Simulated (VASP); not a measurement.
# O (C2/m) in VASP: a series of runs

Runs on O. Level: PBEsol. Tasks: single point.

Program: VASP 6.6.1. These are calculated values, not measurements. Logs are shortened: lines on timing, memory, paths and dates and some standing lists are left out, and cuts for length are marked.

## 1. The cell of the first run

The structure is monoclinic, space group C2/m (No. 12). The conventional cell has a = 5.741 Å, b = 3.347 Å, c = 4.392 Å, α = 90.00°, β = 123.29°, γ = 90.00°. O (site symmetry m) has 1 O at 1.23 Å within 1.6 Å.

## 2. Single point, PBEsol

Input file INCAR:

```
PREC     = Accurate       # precision mode
ENCUT    = 1340           # plane-wave cutoff, eV
EDIFF    = 1E-6           # SCF threshold, eV
ISMEAR   = -1             # smearing method
SIGMA    = 0.05           # smearing width, eV
LREAL    = False          # projectors in reciprocal space
LASPH    = True           # aspherical terms in the spheres
NELM     = 120            # most SCF steps
ALGO     = Normal         # electronic algorithm
ISIF     = 2              # what is computed and relaxed
LWAVE    = False          # write WAVECAR
LCHARG   = True           # write CHGCAR
GGA      = PS             # functional
LELF     = True           # ELF
LVHAR    = True         
NBANDS   = 13             # bands
GGA_COMPAT= False
```

Input file KPOINTS:

```
regular mesh
0
Gamma
  10 10 7
```

Input file POSCAR:

```
O
1.0
    2.8702868662     -1.6734256379      0.0000000000
    2.8702868662      1.6734256379      0.0000000000
   -2.4103494245      0.0000000000      3.6712035365
O
2
Direct
    0.9745461700      0.9745461700      0.8444259800
    0.0254538300      0.0254538300      0.1555740200
```

Potentials or basis: VASP PAW PBE potentials, release 64 (O_h).

Run with:

```
$ cat potpaw_PBE.64/O_h/POTCAR > POTCAR
$ mpirun -np 1 vasp_std > vasp.out
```

OUTCAR:

```text
PREC = Accurate
   ENCUT = 1340
   EDIFF = 1E-6
   ISMEAR = -1
   LREAL = False
   LASPH = True
   NELM = 120
   ISIF = 2
   GGA = PS

 ion  position               nearest neighbor table
   1  0.975  0.975  0.844-   2 1.23
   2  0.025  0.025  0.156-   1 1.23

  LATTYP: Found a base centered monoclinic cell.
 ALAT       =     5.7405737324
 B/A-ratio  =     0.5830168607
 C/A-ratio  =     0.7650377976
 COS(beta)  =    -0.5488350190

  Lattice vectors:

 A1 = (   2.8702868662,  -1.6734256379,   0.0000000000)
 A2 = (   2.8702868662,   1.6734256379,   0.0000000000)
 A3 = (  -2.4103494245,   0.0000000000,   3.6712035365)

Analysis of symmetry for initial positions (statically):
=====================================================================
 Subroutine PRICEL returns:
 Original cell was already a primitive cell.

 Routine SETGRP: Setting up the symmetry group for a
 base centered monoclinic supercell.

 Subroutine GETGRP returns: Found  4 space group operations
 (whereof  4 operations were pure point group operations)
 out of a pool of  4 trial point group operations.

The static configuration has the point symmetry C_2h.

Analysis of symmetry for dynamics (positions and initial velocities):
=====================================================================
 Subroutine PRICEL returns:
 Original cell was already a primitive cell.

 Routine SETGRP: Setting up the symmetry group for a
 base centered monoclinic supercell.

 Subroutine GETGRP returns: Found  4 space group operations
 (whereof  4 operations were pure point group operations)
 out of a pool of  4 trial point group operations.

The dynamic configuration has the point symmetry C_2h.

 Subroutine INISYM returns: Found  4 space group operations
 (whereof  4 operations are pure point group operations),
 and found     1 'primitive' translations

----------------------------------------------------------------------------------------

                                     Primitive cell

  volume of cell :      35.2671

  direct lattice vectors                    reciprocal lattice vectors
     2.870286866 -1.673425638  0.000000000     0.174198616 -0.298788299  0.114371086
     2.870286866  1.673425638  0.000000000     0.174198616  0.298788299  0.114371086
    -2.410349425  0.000000000  3.671203537     0.000000000  0.000000000  0.272390237

  length of vectors
     3.322484020  3.322484020  4.391755885     0.364280593  0.364280593  0.272390237

  position of ions in fractional coordinates (direct lattice)
     0.974546170  0.974546170  0.844425980
     0.025453830  0.025453830  0.155574020

  ion indices of the primitive-cell ions
   primitive index   ion index
                 1           1
                 2           2

----------------------------------------------------------------------------------------

 KPOINTS: regular mesh

Automatic generation of k-mesh.
 Grid dimensions read from file:
 generate k-points for:   10   10    7

 Generating k-lattice:

  Cartesian coordinates                     Fractional coordinates (reciprocal lattice)
     0.017419862 -0.029878830  0.011437109     0.100000000 -0.000000000  0.000000000
     0.017419862  0.029878830  0.011437109    -0.000000000  0.100000000  0.000000000
     0.000000000  0.000000000  0.038912891     0.000000000  0.000000000  0.142857143

  Length of vectors
     0.036428059  0.036428059  0.038912891

  Shift w.r.t. Gamma in fractional coordinates (k-lattice)
     0.000000000  0.000000000  0.000000000

 Subroutine IBZKPT returns following result:
 ===========================================

 Found    196 irreducible k-points:

 Following reciprocal coordinates:
            Coordinates               Weight
  0.000000  0.000000  0.000000      1.000000
  0.100000 -0.000000  0.000000      4.000000
  0.200000 -0.000000  0.000000      4.000000
  0.300000  0.000000  0.000000      4.000000
  0.400000  0.000000  0.000000      4.000000
  0.500000  0.000000  0.000000      2.000000
[... 16 lines left out ...]
  0.300000  0.300000  0.000000      2.000000
  0.400000  0.300000  0.000000      4.000000
 [... further k-points ...]
   k-points           NKPTS =    196   k-points in BZ     NKDIM =    196   number of bands    NBANDS=     13
   number of dos      NEDOS =    301   number of ions     NIONS =      2
   total plane-waves  NPLWV =  86400
   dimension x,y,z NGX =    40 NGY =   40 NGZ =   54
   dimension x,y,z NGXF=    80 NGYF=   80 NGZF=  108
   ions per type =               2
   NGX,Y,Z   is equivalent  to a cutoff of  20.01, 20.01, 20.44 a.u.
   NGXF,Y,Z  is equivalent  to a cutoff of  40.03, 40.03, 40.88 a.u.
 SYSTEM =  unknown system
   PREC   = accura    normal or accurate (medium, high low for compatibility)
   ISTART =      0    job   : 0-new  1-cont  2-samecut
   ICHARG =      2    charge: 1-file 2-atom 10-const
   ISPIN  =      1    spin polarized calculation?
   LNONCOLLINEAR =      F non collinear calculations
   LSORBIT =      F    spin-orbit coupling
   LASPH  =      T    aspherical Exc in radial PAW
   ENCUT  = 1340.0 eV  98.49 Ry    9.92 a.u.   9.92  9.92 13.11*2*pi/ulx,y,z
   NELM   =    120;   NELMIN=  2; NELMDL= -5     # of ELM steps
   EDIFF  = 0.1E-05   stopping-criterion for ELM
   LREAL  =      F    real-space projection
   EDIFFG = 0.1E-04   stopping-criterion for IOM
   NSW    =      0    number of steps for IOM
   IBRION =     -1    ionic relax: 0-MD 1-quasi-New 2-CG
   NFREE  =      0    steps in history (QN), initial steepest desc. (CG)
   ISIF   =      2    stress and relaxation
   ISYM   =      2    0-nonsym 1-usesym 2-fastsym
   POTIM  = 0.5000    time-step for ionic-motion
   TEBEG  =    0.0;   TEEND  =   0.0 temperature during run
   PSTRESS=    0.0 pullay stress
   NELECT =      12.0000    total number of electrons
   NUPDOWN=      -1.0000    fix difference up-down
   EMIN   =  10.00;   EMAX   =-10.00  energy-range for DOS
   EFERMI =   0.00;   METHOD = LEGACY
   ISMEAR =    -1;   SIGMA  =   0.05  broadening in eV -4-tet -1-fermi 0-gaus
   EFERMI_NEDOS =   21; number of points for ismear=-14 and -15
   IALGO  =     38    algorithm
   IMIX   =      4    mixing-type and parameters
     AMIX     =   0.40;   BMIX     =  1.00
     AMIX_MAG =   1.60;   BMIX_MAG =  1.00
  volume/ion in A,a.u.               =      17.63       119.00
  Fermi-wavevector in a.u.,A,eV,Ry     =   1.142910  2.159786 17.772504  1.306242
  Thomas-Fermi vector in A             =   2.279606
   LORBIT       =      0    0 simple, 1 ext, 2 COOP (PROOUT), +10 PAW based schemes
   GGA     = PS    functional components
   LHFCALC =     F    Hartree Fock is set to
   AEXX    =    0.0000 exact exchange contribution
   IVDW    =     0    specifies the selected vdW correction
   LEPSILON=     F    determine dielectric tensor
   LRPA    =     F    only Hartree local field effects (RPA)
 non-spin polarized calculation
  energy-cutoff  :     1340.00
  volume of cell :       35.27
 maximum number of plane-waves:      3948
   NGX = 19   NGY = 19   NGZ = 27

 number of electron      12.0000000 magnetization

 Free energy of the ion-electron system (eV)
  ---------------------------------------------------
  ext. energy  EPLUGINS =         0.00000000
  ---------------------------------------------------
  free energy    TOTEN  =        -9.65249334 eV

  energy without entropy =       -9.59820206  energy(sigma->0) =       -9.62534770

 E-fermi :  -1.5204     XC(G=0):  -7.4450

 val. band max:       -1.5223337212   @ k =   0.4000   0.3000   0.0000
 cond. band min:      -1.5193651699   @ k =  -0.1000  -0.3000   0.1429
 fundamental gap:      0.0029685513
 Fermi energy:        -1.5204112262

 k-point     1 :       0.0000    0.0000    0.0000
  band No.  band energies     occupation
      1     -27.6666      2.00000
      2     -15.2591      2.00000
      3      -9.2719      2.00000
      4      -7.6928      2.00000
      5      -7.6573      2.00000
      6      -1.6126      1.72682
      7      -1.3419      0.05476
      8       5.0879      0.00000
      9       8.7909      0.00000
     10      12.6031      0.00000
     11      13.7641      0.00000
     12      16.4269      0.00000
     13      17.4363      0.00000

 k-point     2 :       0.1000   -0.0000    0.0000
  band No.  band energies     occupation
      1     -27.6565      2.00000
      2     -15.2623      2.00000
      3      -9.2531      2.00000
      4      -7.7673      2.00000
      5      -7.6792      2.00000
      6      -1.5985      1.65314
      7      -1.3786      0.11089
      8       5.3017      0.00000
      9       8.7800      0.00000
     10      12.3299      0.00000
     11      14.1918      0.00000
     12      15.6115      0.00000
     13      17.1379      0.00000

 k-point     3 :       0.2000   -0.0000    0.0000
  band No.  band energies     occupation
      1     -27.6299      2.00000
      2     -15.2704      2.00000
      3      -9.1982      2.00000
      4      -7.9814      2.00000
      5      -7.7180      2.00000
      6      -1.5853      1.57106
      7      -1.4511      0.40023
      8       5.8983      0.00000
      9       8.7520      0.00000
     10      12.0598      0.00000
     11      13.6301      0.00000
     12      15.5520      0.00000
     13      16.1150      0.00000
[... 305 lines left out ...]
 k-point    23 :       0.3000    0.3000    0.0000
  band No.  band energies     occupation
      1     -27.5815      2.00000
      2     -15.3996      2.00000
      3      -9.0401      2.00000
      4      -8.1344      2.00000
      5      -7.9118      2.00000
      6      -1.5228      1.02341
      7      -1.2275      0.00569
      8       7.0043      0.00000
      9       8.7020      0.00000
     10      10.0429      0.00000
     11      12.6587      0.00000
     12      14.3160      0.00000
     13      16.3263      0.00000

 k-point    24 :       0.4000    0.3000    0.0000
  band No.  band energies     occupation
      1     -27.5612      2.00000
      2     -15.4170      2.00000
      3      -8.9415      2.00000
      4      -8.2868      2.00000
      5      -7.9813      2.00000
      6      -1.5223      1.01922
      7      -1.2454      0.00814
      8       7.5497      0.00000
      9       8.7723      0.00000
     10      10.0743      0.00000
     11      11.7583      0.00000
     12      13.8130      0.00000
     13      16.2822      0.00000

 [... further k-points ...]

------------------------ aborting loop because EDIFF is reached ----------------------------------------

  FORCE on cell =-STRESS in cart. coord.  units (eV):
  Direction    XX          YY          ZZ          XY          YZ          ZX
  --------------------------------------------------------------------------------------
  -------------------------------------------------------------------------------------
  Total       -0.3338314     -0.8187995     -1.8565618      0.0000000      0.0000000      0.6672008
  in kB      -15.1658810    -37.1978628    -84.3431507      0.0000000      0.0000000     30.3107690
  external PRESSURE =     -45.5689648 kB  Pullay stress =       0.0000000 kB

 VOLUME and BASIS-vectors are now :
 -----------------------------------------------------------------------------
  energy-cutoff  :     1340.00
  volume of cell :       35.27
      direct lattice vectors                 reciprocal lattice vectors
     2.870286866 -1.673425638  0.000000000     0.174198616 -0.298788299  0.114371086
     2.870286866  1.673425638  0.000000000     0.174198616  0.298788299  0.114371086
    -2.410349425  0.000000000  3.671203537     0.000000000  0.000000000  0.272390237

 POSITION                                       TOTAL-FORCE (eV/Angst)
 -----------------------------------------------------------------------------------
      3.55909      0.00000      3.10006        -0.586117      0.000000      1.050006
     -0.22887      0.00000      0.57114         0.586117      0.000000     -1.050006
 -----------------------------------------------------------------------------------
    total drift:                                0.000000     -0.000000      0.000000

  FREE ENERGIE OF THE ION-ELECTRON SYSTEM (eV)
  ---------------------------------------------------
  free  energy   TOTEN  =        -9.6524933430 eV

  energy  without entropy=       -9.5982020598  energy(sigma->0) =       -9.62534770
```

Wall time 3.1 min (1 thread of Intel Xeon Platinum 8488C (Sapphire Rapids), shared host); peak memory 0.46 GiB.

What came out:

| Property | Result |
| --- | --- |
| Free energy | -9.6525 eV |
| Pressure | -4.6 GPa |
| Largest force | 1.203 eV/Å |
| Band gap on the k mesh | zero (bands 6 and 7 overlap by 0.26 eV) |

Forces in eV/Å, atoms in the order of the input:
```
O   -0.586  0.000  1.050
O    0.586  0.000 -1.050
```

Levels at points of the mesh, in eV from the Fermi level:
```tsv
k point	band 3	band 4	band 5	band 6	band 7	band 8	band 9	band 10
(0.00, 0.00, 0.00)	-7.75	-6.17	-6.14	-0.09	0.18	6.61	10.31	14.12
(0.50, 0.00, 0.00)	-7.28	-7.25	-6.29	-0.27	0.13	9.67	10.62	11.14
(0.50, 0.50, 0.00)	-7.16	-7.08	-6.50	-0.01	0.36	9.62	10.56	11.45
```

Caveat: spin is off for a triplet molecule; the stress differs along the axes, from -8 to -2 GPa; this functional lacks dispersion, which holds the molecules together, so the pressure and a relaxed volume are unreliable; the PAW data sets were made with another functional, which shifts forces and pressure a little.

## 3. Single point, PBEsol

This run uses another cell than the first one, of 17.29 Å³/atom.

Input file INCAR:

```
SYSTEM = O
PREC = Accurate
ENCUT = 1340
EDIFF = 1E-6
ISMEAR = -1
SIGMA = 0.05
LREAL = .FALSE.
LASPH = .TRUE.
NELM = 120
ALGO = Normal
ISIF = 2
LWAVE = .FALSE.
LCHARG = .FALSE.
GGA = PS
NBANDS = 13
GGA_COMPAT = .FALSE.
```

Input file KPOINTS:

```
regular mesh
0
G
  10 10 7
  0 0 0
```

Input file POSCAR:

```
O
1.0
    2.8514028533     -1.6624159400      0.0000000000
    2.8514028533      1.6624159400      0.0000000000
   -2.3944914034      0.0000000000      3.6470501824
O
2
Direct
    0.9745461700      0.9745461700      0.8444259800
    0.0254538300      0.0254538300      0.1555740200
```

Potentials or basis: VASP PAW PBE potentials, release 64 (O_h).

Run with:

```
$ cat potpaw_PBE.64/O_h/POTCAR > POTCAR
$ mpirun -np 1 vasp_std > vasp.out
```

It took 4.2 min on 1 thread of Intel Xeon Platinum 8259CL at 2.50GHz (Skylake/Cascade Lake), shared host; peak memory 0.46 GiB.

It converged, with:

* Free energy: -9.6691 eV
* Pressure: -3.7 GPa
* Largest force: 0.683 eV/Å
* Band gap on the k mesh: zero (bands 6 and 7 overlap by 0.28 eV)

Forces in eV/Å, atoms in the order of the input:
```
O   -0.396  0.000  0.556
O    0.396  0.000 -0.556
```

Stress tensor (GPa, compression positive):
```
-1.10  0.00  2.08
 0.00 -3.89  0.00
 2.08  0.00 -6.02
```

Levels at points of the mesh, in eV from the Fermi level:
```
           k point  band 4  band 5  band 6  band 7  band 8  band 9
(0.00, 0.00, 0.00)   -6.29   -6.26   -0.10    0.19    6.62   10.56
(0.50, 0.00, 0.00)   -7.37   -6.42   -0.28    0.13    9.76   10.79
(0.50, 0.50, 0.00)   -7.16   -6.64   -0.02    0.37    9.83   10.55
```

Caveat: spin is off for a triplet molecule; the cell stands under tension; this functional lacks dispersion, which holds the molecules together, so the pressure and a relaxed volume are unreliable; the PAW data sets were made with another functional, which shifts forces and pressure a little.

## 4. Single point, PBEsol

This run uses another cell than the first one, of 17.29 Å³/atom.

Input file INCAR:

```
ALGO     = Normal         # electronic algorithm
EDIFF    = 1E-6           # SCF threshold, eV
ENCUT    = 1340           # plane-wave cutoff, eV
GGA      = PS             # functional
GGA_COMPAT= False        
ISIF     = 2              # what is computed and relaxed
ISMEAR   = -1             # smearing method
LASPH    = True           # aspherical terms in the spheres
LCHARG   = False          # write CHGCAR
LREAL    = False          # projectors in reciprocal space
LWAVE    = False          # write WAVECAR
NBANDS   = 13             # bands
NELM     = 120            # most SCF steps
PREC     = Accurate       # precision mode
SIGMA    = 0.05           # smearing width, eV
```

Input file KPOINTS:

```
k-points
0
Gamma
  10 10 7
```

POSCAR is that of step 3.

Run with:

```
$ cat potpaw_PBE.64/O_h/POTCAR > POTCAR
$ mpirun -np 1 vasp_std > vasp.out
```

Run time: 2.9 min. Hardware: 1 thread of Intel Xeon Platinum 8488C (Sapphire Rapids), shared host; peak memory 0.46 GiB.

Results (log left out):

```yaml
Free_energy: -9.6691 eV
Pressure: -3.7 GPa
Largest_force: 0.683 eV/Å
Band_gap_on_the_k_mesh: zero (bands 6 and 7 overlap by 0.28 eV)
```

Forces on the atoms (eV/Å):
```
O   -0.396  0.000  0.556
O    0.396  0.000 -0.556
```

Stress tensor (GPa, compression positive):
```
-1.10  0.00  2.08
 0.00 -3.89  0.00
 2.08  0.00 -6.02
```

Levels at points of the mesh, in eV from the Fermi level:
| k point | band 3 | band 4 | band 5 | band 6 | band 7 | band 8 | band 9 | band 10 |
| --- | --- | --- | --- | --- | --- | --- | --- | --- |
| (0.00, 0.00, 0.00) | -7.86 | -6.29 | -6.26 | -0.10 | 0.19 | 6.62 | 10.56 | 14.17 |
| (0.50, 0.00, 0.00) | -7.41 | -7.37 | -6.42 | -0.28 | 0.13 | 9.76 | 10.79 | 11.18 |
| (0.50, 0.50, 0.00) | -7.32 | -7.16 | -6.64 | -0.02 | 0.37 | 9.83 | 10.55 | 11.46 |

Caveat: spin is off for a triplet molecule; the cell stands under tension; this functional lacks dispersion, which holds the molecules together, so the pressure and a relaxed volume are unreliable; the PAW data sets were made with another functional, which shifts forces and pressure a little.
